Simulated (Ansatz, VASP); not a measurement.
# One calculation of In3As, two programs

Contents of INCAR:

```
ALGO = Normal ; EDIFF = 1E-7
ENCUT = 520 ; GGA = PE
ISIF = 2 ; ISMEAR = -1
LASPH = T ; LCHARG = F
LREAL = F ; LWAVE = F
NBANDS = 30 ; NELM = 60
PREC = Accurate ; SIGMA = 0.05
```

The input KPOINTS:

```
k-points
0
Gamma
  5 5 5
```

File POSCAR:

```
In3As
1.0
    4.6716810000      0.0000000000      0.0000000000
    0.0000000000      4.6716810000      0.0000000000
    0.0000000000      0.0000000000      4.6716810000
In As
3 1
Direct
    0.5000000000      0.5000000000      0.0000000000
    0.5000000000      0.0000000000      0.5000000000
    0.0000000000      0.5000000000      0.5000000000
    0.0000000000      0.0000000000      0.0000000000
```

Contents of input.yaml:

```yaml
crystal:
  lattice:
    - [4.671681, 0.0, 0.0]
    - [0.0, 4.671681, 0.0]
    - [0.0, 0.0, 4.671681]
  atoms:
    - { symbol: In, position: [0.5, 0.5, 0.0] }
    - { symbol: In, position: [0.5, 0.0, 0.5] }
    - { symbol: In, position: [0.0, 0.5, 0.5] }
    - { symbol: As, position: [0.0, 0.0, 0.0] }
hamiltonian:
  xc: pbe
  pseudopotentials: { kind: paw }
kpoints:
  mp_grid: { grid: [5, 5, 5] }
  band_path:
    path:
      - [[0.0, 0.0, 0.0], [0.0, 0.5, 0.0], [0.5, 0.5, 0.0], [0.0, 0.0, 0.0], [0.5, 0.5, 0.5], [0.0, 0.5, 0.0]]
      - [[0.5, 0.5, 0.0], [0.5, 0.5, 0.5]]
    npoints: 14
scf:
  occupations: { method: fermi_dirac, width: 0.05 }
  n_extra_bands: 10
output:
  forces: true
  stress: true
  eigenvalues: true
  fatbands: false
```

Alike in both runs: functional PBE; k mesh 5 × 5 × 5; occupations fermi-dirac, width 0.05 eV; no spin polarisation.

```csv
,VASP,Ansatz
version,VASP 6.6.1,Ansatz 0.2.0
potentials or method,"VASP PAW PBE potentials, release 64 (In_d, As)",Ansatz PAW
plane-wave cutoff (eV),520,420
valence electrons in the cell,44,54
task,single point,band structure
```

```tsv
	VASP	Ansatz	Ansatz less VASP
gap on the k mesh at the Fermi level (eV)	none	none	-
pressure (GPa)	1.0	1.0	+0.01
```

A gap of «none» marks a metal or a gap that the smearing closes. The functional is the same, so the differences come from potentials, cutoffs and numerics. VASP's potentials hold 44 valence electrons a cell and Ansatz's 54, so a difference there can come from the potentials and not from the codes.
